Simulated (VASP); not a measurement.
# HfB2 (P6/mmm) in VASP: notebook

The runs below take HfB2 through single point, relaxation of cell and atoms, with PBE+U, PBE.

Program: VASP 6.6.1. These are calculated values, not measurements. Logs are shortened: lines on timing, memory, paths and dates and some standing lists are left out, and cuts for length are marked.

### 1 The cell of the first run

The structure is hexagonal, space group P6/mmm (No. 191). Conventional cell: a = 3.150 Å, b = 3.150 Å, c = 3.539 Å, α = 90.00°, β = 90.00°, γ = 120.00°. Within 3.3 Å of Hf (site symmetry 6/mmm) lie 12 B at 2.54 Å and 6 Hf at 3.15 Å. Within 2.4 Å of B (site symmetry -6m2) lie 3 B at 1.82 Å.

### 2 Single point, PBE+U

Contents of INCAR:

```
SYSTEM = HfB2
  ALGO = Normal
  EDIFF = 1E-6
  ENCUT = 520
  GGA = PE
  ISIF = 2
  ISMEAR = -1
  LASPH = .TRUE.
  LCHARG = .TRUE.
  LDAU = .TRUE.
  LDAUJ = 0 0
  LDAUL = 2 -1
  LDAUPRINT = 1
  LDAUTYPE = 2
  LDAUU = 4 0
  LELF = .TRUE.
  LMAXMIX = 4
  LREAL = .FALSE.
  LVHAR = .TRUE.
  LWAVE = .FALSE.
  NBANDS = 15
  NELM = 150
  PREC = Accurate
  SIGMA = 0.05
```

Contents of KPOINTS:

```
k-points
0
G
  10 10 8
  0 0 0
```

Contents of POSCAR:

```
HfB2
1.0
    3.1500687268      0.0000000000      0.0000000000
   -1.5750343634      2.7280395410      0.0000000000
    0.0000000000      0.0000000000      3.5392202254
Hf B
1 2
Direct
    0.0000000000      0.0000000000      0.0000000000
    0.6666666667      0.3333333333      0.5000000000
    0.3333333333      0.6666666667      0.5000000000
```

Potentials or basis: VASP PAW PBE potentials, release 64 (Hf_pv, B).

Started as:

```
cat potpaw_PBE.64/Hf_pv/POTCAR potpaw_PBE.64/B/POTCAR > POTCAR
mpirun -np 1 vasp_std > vasp.out
```

OUTCAR:

```text
SYSTEM = HfB2
   EDIFF = 1E-6
   ENCUT = 520
   GGA = PE
   ISIF = 2
   ISMEAR = -1
   LASPH = .TRUE.
   LREAL = .FALSE.
   NELM = 150
   PREC = Accurate

 ion  position               nearest neighbor table
   1  0.000  0.000  0.000-   2 2.54   3 2.54   2 2.54   3 2.54   3 2.54   3 2.54   2 2.54   2 2.54
                             2 2.54   2 2.54   3 2.54   3 2.54
   2  0.667  0.333  0.500-   3 1.82   3 1.82   3 1.82   1 2.54   1 2.54   1 2.54   1 2.54   1 2.54
                             1 2.54
   3  0.333  0.667  0.500-   2 1.82   2 1.82   2 1.82   1 2.54   1 2.54   1 2.54   1 2.54   1 2.54
                             1 2.54

  LATTYP: Found a hexagonal cell.
 ALAT       =     3.1500687268
 C/A-ratio  =     1.1235374629

  Lattice vectors:

 A1 = (   3.1500687268,   0.0000000000,   0.0000000000)
 A2 = (  -1.5750343634,   2.7280395410,   0.0000000000)
 A3 = (   0.0000000000,   0.0000000000,   3.5392202254)

Analysis of symmetry for initial positions (statically):
=====================================================================
 Subroutine PRICEL returns:
 Original cell was already a primitive cell.

 Routine SETGRP: Setting up the symmetry group for a
 hexagonal supercell.

 Subroutine GETGRP returns: Found 24 space group operations
 (whereof 24 operations were pure point group operations)
 out of a pool of 24 trial point group operations.

The static configuration has the point symmetry D_6h.

Analysis of symmetry for dynamics (positions and initial velocities):
=====================================================================
 Subroutine PRICEL returns:
 Original cell was already a primitive cell.

 Routine SETGRP: Setting up the symmetry group for a
 hexagonal supercell.

 Subroutine GETGRP returns: Found 24 space group operations
 (whereof 24 operations were pure point group operations)
 out of a pool of 24 trial point group operations.

The dynamic configuration has the point symmetry D_6h.

 Subroutine INISYM returns: Found 24 space group operations
 (whereof 24 operations are pure point group operations),
 and found     1 'primitive' translations

----------------------------------------------------------------------------------------

                                     Primitive cell

  volume of cell :      30.4143

  direct lattice vectors                    reciprocal lattice vectors
     3.150068727  0.000000000  0.000000000     0.317453391  0.183281801  0.000000000
    -1.575034363  2.728039541  0.000000000     0.000000000  0.366563602  0.000000000
     0.000000000  0.000000000  3.539220225     0.000000000  0.000000000  0.282548114

  length of vectors
     3.150068727  3.150068727  3.539220225     0.366563602  0.366563602  0.282548114

  position of ions in fractional coordinates (direct lattice)
     0.000000000  0.000000000  0.000000000
     0.666666667  0.333333333  0.500000000
     0.333333333  0.666666667  0.500000000

  ion indices of the primitive-cell ions
   primitive index   ion index
                 1           1
                 2           2
                 3           3

----------------------------------------------------------------------------------------

 KPOINTS: k-points

Automatic generation of k-mesh.
 Grid dimensions read from file:
 generate k-points for:   10   10    8

 Generating k-lattice:

  Cartesian coordinates                     Fractional coordinates (reciprocal lattice)
     0.031745339  0.018328180  0.000000000     0.100000000  0.000000000  0.000000000
     0.000000000  0.036656360  0.000000000     0.000000000  0.100000000  0.000000000
     0.000000000  0.000000000  0.035318514     0.000000000  0.000000000  0.125000000

[... 51 lines left out ...]
   LNONCOLLINEAR =      F non collinear calculations
   LSORBIT =      F    spin-orbit coupling
   LASPH  =      T    aspherical Exc in radial PAW
   ENCUT  =  520.0 eV  38.22 Ry    6.18 a.u.   5.86  5.86  6.58*2*pi/ulx,y,z
   NELM   =    150;   NELMIN=  2; NELMDL= -5     # of ELM steps
   EDIFF  = 0.1E-05   stopping-criterion for ELM
   LREAL  =      F    real-space projection
   EDIFFG = 0.1E-04   stopping-criterion for IOM
   NSW    =      0    number of steps for IOM
   IBRION =     -1    ionic relax: 0-MD 1-quasi-New 2-CG
   NFREE  =      0    steps in history (QN), initial steepest desc. (CG)
   ISIF   =      2    stress and relaxation
   ISYM   =      2    0-nonsym 1-usesym 2-fastsym
   POTIM  = 0.5000    time-step for ionic-motion
   TEBEG  =    0.0;   TEEND  =   0.0 temperature during run
   PSTRESS=    0.0 pullay stress
   NELECT =      16.0000    total number of electrons
   NUPDOWN=      -1.0000    fix difference up-down
   EMIN   =  10.00;   EMAX   =-10.00  energy-range for DOS
   EFERMI =   0.00;   METHOD = LEGACY
   ISMEAR =    -1;   SIGMA  =   0.05  broadening in eV -4-tet -1-fermi 0-gaus
   EFERMI_NEDOS =   21; number of points for ismear=-14 and -15
   IALGO  =     38    algorithm
   IMIX   =      4    mixing-type and parameters
     AMIX     =   0.40;   BMIX     =  1.00
     AMIX_MAG =   1.60;   BMIX_MAG =  1.00
  volume/ion in A,a.u.               =      10.14        68.42
  Fermi-wavevector in a.u.,A,eV,Ry     =   1.321566  2.497397 23.763061  1.746536
  Thomas-Fermi vector in A             =   2.451310
   LORBIT       =      0    0 simple, 1 ext, 2 COOP (PROOUT), +10 PAW based schemes
 LDA+U is selected, type is set to LDAUTYPE =  2
   angular momentum for each species LDAUL =     2   -1
   U (eV)           for each species LDAUU =   4.0  0.0
   J (eV)           for each species LDAUJ =   0.0  0.0
   GGA     = PE    functional components
   LHFCALC =     F    Hartree Fock is set to
   AEXX    =    0.0000 exact exchange contribution
   IVDW    =     0    specifies the selected vdW correction
   LEPSILON=     F    determine dielectric tensor
   LRPA    =     F    only Hartree local field effects (RPA)
 non-spin polarized calculation
  energy-cutoff  :      520.00
  volume of cell :       30.41
 maximum number of plane-waves:       836
 NGX is ok and might be reduce to    24
   NGX = 11   NGY = 11   NGZ = 13

atom =   1  type =  1  l = 2

 onsite density matrix

spin component  1

  0.1792  0.0000  0.0000  0.0000  0.0000
  0.0000  0.1668  0.0000  0.0000 -0.0000
  0.0000  0.0000  0.1515  0.0000 -0.0000
  0.0000  0.0000  0.0000  0.1668  0.0000
  0.0000 -0.0000 -0.0000  0.0000  0.1792

spin component  2

  0.1792  0.0000  0.0000  0.0000  0.0000
  0.0000  0.1668  0.0000  0.0000 -0.0000
  0.0000  0.0000  0.1515  0.0000 -0.0000
  0.0000  0.0000  0.0000  0.1668  0.0000
  0.0000 -0.0000 -0.0000  0.0000  0.1792

 occupancies and eigenvectors

  o =  0.1515  v =  0.0000 -0.0000 -1.0000 -0.0000 -0.0000  0.0000  0.0000  0.0000  0.0000  0.0000      0.0000  0.0000  0.0000  0.0000  0.0000  0.0000  0.0000  0.0000  0.0000  0.0000
  o =  0.1515  v =  0.0000  0.0000  0.0000  0.0000  0.0000  0.0000 -0.0000 -1.0000 -0.0000 -0.0000      0.0000  0.0000  0.0000  0.0000  0.0000  0.0000  0.0000  0.0000  0.0000  0.0000
  o =  0.1668  v =  0.0000 -1.0000  0.0000  0.0000 -0.0000  0.0000  0.0000  0.0000  0.0000  0.0000      0.0000  0.0000  0.0000  0.0000  0.0000  0.0000  0.0000  0.0000  0.0000  0.0000
  o =  0.1668  v =  0.0000  0.0000  0.0000  0.0000  0.0000  0.0000 -1.0000  0.0000  0.0000 -0.0000      0.0000  0.0000  0.0000  0.0000  0.0000  0.0000  0.0000  0.0000  0.0000  0.0000
  o =  0.1668  v = -0.0000  0.0000 -0.0000  1.0000  0.0000  0.0000  0.0000  0.0000  0.0000  0.0000      0.0000  0.0000  0.0000  0.0000  0.0000  0.0000  0.0000  0.0000  0.0000  0.0000
  o =  0.1668  v =  0.0000  0.0000  0.0000  0.0000  0.0000 -0.0000  0.0000 -0.0000  1.0000  0.0000      0.0000  0.0000  0.0000  0.0000  0.0000  0.0000  0.0000  0.0000  0.0000  0.0000
  o =  0.1792  v =  0.0000  0.0000  0.0000  0.0000  0.0000 -0.9988 -0.0000 -0.0000 -0.0000  0.0487      0.0000  0.0000  0.0000  0.0000  0.0000  0.0000  0.0000  0.0000  0.0000  0.0000
  o =  0.1792  v = -0.9988 -0.0000 -0.0000 -0.0000  0.0487  0.0000  0.0000  0.0000  0.0000  0.0000      0.0000  0.0000  0.0000  0.0000  0.0000  0.0000  0.0000  0.0000  0.0000  0.0000
  o =  0.1792  v = -0.0487  0.0000  0.0000  0.0000 -0.9988  0.0000  0.0000  0.0000  0.0000  0.0000      0.0000  0.0000  0.0000  0.0000  0.0000  0.0000  0.0000  0.0000  0.0000  0.0000
  o =  0.1792  v =  0.0000  0.0000  0.0000  0.0000  0.0000 -0.0487  0.0000  0.0000  0.0000 -0.9988      0.0000  0.0000  0.0000  0.0000  0.0000  0.0000  0.0000  0.0000  0.0000  0.0000

 number of electron      15.9999998 magnetization

 Free energy of the ion-electron system (eV)
  ---------------------------------------------------
  ext. energy  EPLUGINS =         0.00000000
  ---------------------------------------------------
  free energy    TOTEN  =       -23.48718377 eV

  energy without entropy =      -23.48464717  energy(sigma->0) =      -23.48591547

 E-fermi :   7.9605     XC(G=0): -12.4903

 val. band max:        7.8984086890   @ k =   0.2000   0.2000   0.1250
 cond. band min:       8.0963524853   @ k =   0.0000   0.0000   0.2500
 fundamental gap:      0.1979437963
 Fermi energy:         7.9604853703

 k-point     1 :       0.0000    0.0000    0.0000
  band No.  band energies     occupation
      1     -23.6770      2.00000
      2     -23.2057      2.00000
      3     -23.2057      2.00000
      4      -5.9901      2.00000
      5       4.7094      2.00000
      6       5.0058      2.00000
      7       5.1755      2.00000
      8       5.1755      2.00000
      9      12.3264      0.00000
     10      12.3264      0.00000
     11      12.5555      0.00000
     12      12.5555      0.00000
     13      12.6486      0.00000
     14      12.6638      0.00000
[... 401 lines left out ...]
      2     -23.5837      2.00000
      3     -23.4055      2.00000
      4      -2.1695      2.00000
      5      -0.7684      2.00000
      6       3.2378      2.00000
      7       4.1372      2.00000
      8       5.8448      2.00000
      9       8.9825      0.00000
     10      12.0366      0.00000
     11      12.1392      0.00000
     12      14.4234      0.00000
     13      15.0211      0.00000
     14      16.0484      0.00000
     15      18.4964      0.00000

 [... further k-points ...]
[... 5 lines left out ...]
  --------------------------------------------------------------------------------------
  -------------------------------------------------------------------------------------
  Total        1.2561333      1.2561333      1.2861290      0.0000000      0.0000000     -0.0000000
  in kB       66.1710538     66.1710538     67.7511773      0.0000000      0.0000000     -0.0000000
  external PRESSURE =      66.6977617 kB  Pullay stress =       0.0000000 kB

 VOLUME and BASIS-vectors are now :
 -----------------------------------------------------------------------------
  energy-cutoff  :      520.00
  volume of cell :       30.41
      direct lattice vectors                 reciprocal lattice vectors
     3.150068727  0.000000000  0.000000000     0.317453391  0.183281801  0.000000000
    -1.575034363  2.728039541  0.000000000     0.000000000  0.366563602  0.000000000
     0.000000000  0.000000000  3.539220225     0.000000000  0.000000000  0.282548114

 POSITION                                       TOTAL-FORCE (eV/Angst)
 -----------------------------------------------------------------------------------
      0.00000      0.00000      0.00000         0.000000      0.000000      0.000000
      1.57503      0.90935      1.76961         0.000000      0.000000      0.000000
     -0.00000      1.81869      1.76961        -0.000000     -0.000000      0.000000
 -----------------------------------------------------------------------------------
    total drift:                               -0.000000      0.000000      0.000000

  FREE ENERGIE OF THE ION-ELECTRON SYSTEM (eV)
  ---------------------------------------------------
  free  energy   TOTEN  =       -23.4871837721 eV

  energy  without entropy=      -23.4846471661  energy(sigma->0) =      -23.48591547
```

Run time: 22 s. Hardware: 1 thread of Intel Xeon Platinum 8259CL at 2.50GHz (Skylake/Cascade Lake), shared host; peak memory 0.16 GiB.

What came out:

```yaml
Free_energy: -23.4872 eV
Pressure: 6.7 GPa
Band_gap_on_the_k_mesh: zero (band 8 reaches 8.85 eV, above the bottom of band 9 at 7.80 eV)
```

Stress tensor (GPa, compression positive):
```
6.62 0.00 0.00
0.00 6.62 0.00
0.00 0.00 6.78
```

Eigenvalues of the final occupation matrices:
| site | spin | trace | eigenvalues |
| --- | --- | --- | --- |
| site 1 d | 1 | 0.84 | 0.15 0.17 0.17 0.18 0.18 |
| site 1 d | 2 | 0.84 | 0.15 0.17 0.17 0.18 0.18 |

Caveat: spin-orbit coupling is left out, which moves the levels of the heavy elements; U without spin polarisation on a metal has little footing; the U is typed as a test and isn't derived for this compound.

### 3 Relaxation of cell and atoms, PBE

This run uses another cell than the first one, of 9.90 Å³/atom, 0.977 times its volume.

Contents of INCAR:

```
  PREC = Accurate
  ENCUT = 600
  EDIFF = 1E-6
  ISMEAR = -1
  SIGMA = 0.05
  LREAL = False
  LASPH = True
  NELM = 60
  ALGO = Normal
  ISIF = 3
  LWAVE = False
  LCHARG = False
  GGA = PE
  IBRION = 2
  NSW = 60
  EDIFFG = -0.01
```

Contents of KPOINTS:

```
regular mesh
0
Gamma
  10 10 8
```

Contents of POSCAR:

```
HfB2
1.0
    3.1400000000      0.0000000000      0.0000000000
   -1.5700000000      2.7193197679      0.0000000000
    0.0000000000      0.0000000000      3.4800000000
Hf B
1 2
Direct
    0.0000000000      0.0000000000      0.0000000000
    0.6666666667      0.3333333333      0.5000000000
    0.3333333333      0.6666666667      0.5000000000
```

Potentials or basis: VASP PAW PBE potentials, release 64 (Hf_pv, B).

Started as:

```
cat potpaw_PBE.64/Hf_pv/POTCAR potpaw_PBE.64/B/POTCAR > POTCAR
mpirun -np 1 vasp_std > vasp.out
```

OUTCAR:

```text
PREC = Accurate
   ENCUT = 600
   EDIFF = 1E-6
   ISMEAR = -1
   LREAL = False
   LASPH = True
   NELM = 60
   ISIF = 3
   GGA = PE
   IBRION = 2
   NSW = 60
   EDIFFG = -0.01

 ion  position               nearest neighbor table
   1  0.000  0.000  0.000-   2 2.51   3 2.51   2 2.51   3 2.51   2 2.51   2 2.51   3 2.51   3 2.51
                             2 2.51   2 2.51   3 2.51   3 2.51
   2  0.667  0.333  0.500-   3 1.81   3 1.81   3 1.81   1 2.51   1 2.51   1 2.51   1 2.51   1 2.51
                             1 2.51
   3  0.333  0.667  0.500-   2 1.81   2 1.81   2 1.81   1 2.51   1 2.51   1 2.51   1 2.51   1 2.51
                             1 2.51

  LATTYP: Found a hexagonal cell.
 ALAT       =     3.1400000000
 C/A-ratio  =     1.1082802548

  Lattice vectors:

 A1 = (   3.1400000000,   0.0000000000,   0.0000000000)
[... 416 lines left out ...]
 fundamental gap:      0.2824692174
 Fermi energy:         7.5335542406

 k-point     1 :       0.0000    0.0000    0.0000
  band No.  band energies     occupation
      1     -23.0124      2.00000
      2     -22.5226      2.00000
      3     -22.5226      2.00000
      4      -6.0920      2.00000
      5       4.6310      2.00000
      6       4.7670      2.00000
      7       4.7670      2.00000
      8       4.8342      2.00000
      9      11.6451      0.00000
     10      11.6451      0.00000
     11      12.2528      0.00000
     12      12.2528      0.00000
[... 331 lines left out ...]
 k-point    24 :       0.4000    0.1000    0.1250
  band No.  band energies     occupation
      1     -23.2315      2.00000
      2     -22.9142      2.00000
      3     -22.7357      2.00000
      4      -2.3054      2.00000
      5      -0.9386      2.00000
      6       3.0064      2.00000
      7       3.8709      2.00000
      8       5.4254      2.00000
      9       8.7778      0.00000
     10      11.7433      0.00000
     11      11.8269      0.00000
     12      13.8990      0.00000

 [... further k-points ...]
[... 5 lines left out ...]
  --------------------------------------------------------------------------------------
  -------------------------------------------------------------------------------------
  Total        0.0023478      0.0023478      0.0000420      0.0000000     -0.0000000      0.0000000
  in kB        0.1260832      0.1260832      0.0022576      0.0000000     -0.0000000      0.0000000
  external PRESSURE =       0.0848080 kB  Pullay stress =       0.0000000 kB
[... 18 lines left out ...]
  FREE ENERGIE OF THE ION-ELECTRON SYSTEM (eV)
  ---------------------------------------------------
  free  energy   TOTEN  =       -26.4019511354 eV

  energy  without entropy=      -26.3993908068  energy(sigma->0) =      -26.40067097

 reached required accuracy - stopping structural energy minimisation
```

OSZICAR:

```text
N       E                     dE             d eps       ncg     rms          rms(c)
DAV:   1     0.337503609669E+02    0.33750E+02   -0.92830E+03  1680   0.143E+03
DAV:   2    -0.267866446393E+02   -0.60537E+02   -0.56563E+02  2052   0.258E+02
DAV:   3    -0.287583613534E+02   -0.19717E+01   -0.19479E+01  2188   0.351E+01
DAV:   4    -0.287752551824E+02   -0.16894E-01   -0.16867E-01  2012   0.345E+00
[... 39 lines left out ...]
DAV:   1    -0.264020003078E+02   -0.90692E-04   -0.42003E-03  1792   0.568E-01    0.658E-02
DAV:   2    -0.264019657247E+02    0.34583E-04   -0.59898E-05  2056   0.695E-02    0.291E-02
DAV:   3    -0.264019521238E+02    0.13601E-04   -0.15254E-05  2044   0.315E-02    0.975E-03
DAV:   4    -0.264019511052E+02    0.10186E-05   -0.15730E-06  1600   0.104E-02    0.662E-03
DAV:   5    -0.264019511354E+02   -0.30236E-07   -0.25986E-07   932   0.430E-03
   7 F= -.26401951E+02 E0= -.26400671E+02  d E =-.417608E-04
```

Run time: 78 s. Hardware: 1 thread of Intel Xeon Platinum 8259CL at 2.50GHz (Skylake/Cascade Lake), shared host; peak memory 0.18 GiB.

What came out:

- Free energy: -26.4020 eV
- Relaxed volume: 9.94 Å³/atom
- Relaxed cell: a = 3.142 Å, b = 3.142 Å, c = 3.490 Å, α = 90.00°, β = 90.00°, γ = 120.00°
- Space group after relaxing (to 0.05 Å): P6/mmm (No. 191)
- Energy gained by relaxing: 0.2 meV/atom
- Ionic steps: 7
- Pressure after relaxing: 0.0 GPa
- Band gap on the k mesh: zero (band 8 reaches 8.25 eV, above the bottom of band 9 at 7.40 eV)

Step by step:
| step | energy change (eV) | largest force (eV/Å) | pressure (GPa) | volume (Å³) |
| --- | --- | --- | --- | --- |
| 1 | 0.0000 | 0.0000 | 0.99 | 29.71 |
| 2 | 0.0001 | 0.0000 | -1.29 | 29.98 |
| 3 | -0.0004 | 0.0000 | -0.14 | 29.84 |
| 4 | -0.0004 | 0.0000 | -0.04 | 29.84 |
| 5 | -0.0004 | 0.0000 | -0.03 | 29.84 |
| 6 | -0.0004 | 0.0000 | -0.05 | 29.84 |
| 7 | -0.0005 | 0.0000 | 0.01 | 29.83 |

Final structure:
```cif
data_structure
_symmetry_space_group_name_H-M 'P 1'
_symmetry_Int_Tables_number 1
_cell_length_a 3.1416
_cell_length_b 3.1416
_cell_length_c 3.4904
_cell_angle_alpha 90.000
_cell_angle_beta 90.000
_cell_angle_gamma 120.000
_cell_volume 29.83
loop_
_atom_site_label
_atom_site_type_symbol
_atom_site_fract_x
_atom_site_fract_y
_atom_site_fract_z
_atom_site_occupancy
Hf1 Hf 0.00000 0.00000 0.00000 1
B1 B 0.66667 0.33333 0.50000 1
B2 B 0.33333 0.66667 0.50000 1
```

Levels at points of the mesh, in eV from the Fermi level:
| k point | band 4 | band 5 | band 6 | band 7 | band 8 | band 9 | band 10 | band 11 | band 12 |
| --- | --- | --- | --- | --- | --- | --- | --- | --- | --- |
| (0.00, 0.00, 0.00) | -13.63 | -2.90 | -2.77 | -2.77 | -2.70 | 4.11 | 4.11 | 4.72 | 4.72 |
| (0.50, 0.00, 0.00) | -9.65 | -8.94 | -4.03 | -3.32 | -2.75 | 2.19 | 2.82 | 5.64 | 5.82 |
| (0.00, 0.00, 0.50) | -11.25 | -8.25 | -1.08 | -1.08 | 0.45 | 0.45 | 1.10 | 1.10 | 2.28 |
| (0.50, 0.00, 0.50) | -10.21 | -7.40 | -4.83 | -4.59 | -2.57 | 4.10 | 4.21 | 6.34 | 7.22 |

Caveat: spin-orbit coupling is left out, which moves the levels of the heavy elements.
